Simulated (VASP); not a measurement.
Write the native input for VASP 6.6.1 that does the following.

| Item | Value |
| --- | --- |
| Task | single point |
| Functional | PBEsol |
| Dispersion | D3(BJ) |
| Potentials or basis | VASP PAW PBE potentials, release 64 (C) |
| Cutoff | 520 eV |
| k mesh | 21 × 21 × 8 |
| Occupations | gaussian, width 0.15 eV |
| Spin | no spin polarisation |
| Dipole correction | no |
| Further INCAR settings | ALGO = Normal; EDIFF = 1e-06; NBANDS = 16 |

The structure of C lies in POSCAR:

```
C
1.0
    2.5248703399      0.0000000000      0.0000000000
   -1.2624351699      2.1866018556      0.0000000000
    0.0000000000      0.0000000000      5.9867200628
C
4
Direct
    0.0000000000      0.0000000000      0.0025000000
    0.0000000000      0.0000000000      0.5025000000
    0.3333333333      0.6666666667      0.0025000000
    0.6666666667      0.3333333333      0.5025000000
```

This cell differs from its parent crystal: volume 8.263 Å^3 an atom, c/a of the conventional cell 2.3711.

These files were run (other wordings do the same):

INCAR

```
SYSTEM = C
  ALGO = Normal
  EDIFF = 1E-6
  ENCUT = 520
  GGA = PS
  ISIF = 2
  ISMEAR = 0
  IVDW = 12
  LASPH = .TRUE.
  LCHARG = .FALSE.
  LREAL = .FALSE.
  LWAVE = .FALSE.
  NBANDS = 16
  NELM = 60
  PREC = Accurate
  SIGMA = 0.15
```

KPOINTS

```
k-points
0
G
  21 21 8
  0 0 0
```

Potentials or basis: VASP PAW PBE potentials, release 64 (C).

Command:

```sh
$ cat potpaw_PBE.64/C/POTCAR > POTCAR
$ mpirun -np 1 vasp_std > vasp.out
```

It gave:

```
Pressure                   : -20.8 GPa
Band gap on the k mesh     : zero (band 8 reaches 5.21 eV, above the bottom of band 9 at 5.10 eV)
Dispersion energy per atom : -0.121 eV
```

Caveat: the PAW data sets were made with another functional, which shifts forces and pressure a little.

Wall time 39 s on 1 thread of Intel(R) Xeon(R) 6975P-C (Granite Rapids), with other jobs on the host, peak memory 0.22 GiB.
